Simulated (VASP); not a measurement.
Input of a VASP 6.6.1 run:

File INCAR:

```
SYSTEM = Ba
PREC     = Accurate       ! precision mode
ENCUT    = 520            ! plane-wave cutoff, eV
EDIFF    = 1E-6           ! SCF threshold, eV
ISMEAR   = -1             ! smearing method
SIGMA    = 0.08           ! smearing width, eV
LREAL    = .FALSE.        ! projectors in reciprocal space
LASPH    = .TRUE.         ! aspherical terms in the spheres
NELM     = 60             ! most SCF steps
ALGO     = Normal         ! electronic algorithm
ISIF     = 2              ! what is computed and relaxed
LWAVE    = .FALSE.        ! write WAVECAR
LCHARG   = .FALSE.        ! write CHGCAR
GGA      = PS             ! functional
NBANDS   = 11             ! bands
```

KPOINTS

```
regular mesh
0
G
  12 12 12
  0 0 0
```

POSCAR

```
Ba
1.0
    0.0000000000      2.7994624027      2.7994624027
    2.7994624027      0.0000000000      2.7994624027
    2.7994624027      2.7994624027      0.0000000000
Ba
1
Direct
    0.0000000000      0.0000000000      0.0000000000
```

Potentials or basis: VASP PAW PBE potentials, release 64 (Ba_sv).

Run with:

```bash
$ cat potpaw_PBE.64/Ba_sv/POTCAR > POTCAR
$ mpirun -np 1 vasp_std > vasp.out
```

**Question.** What does it give for the pressure?

**Answer.** 3.6 GPa.

**Question.** Estimate the band gap on the k mesh.

**Answer.** Zero (band 5 reaches 3.26 eV, above the bottom of band 6 at 2.28 eV).

Caveat: the PAW data sets were made with another functional, which shifts forces and pressure a little; spin-orbit coupling is left out, which moves the levels of the heavy elements.
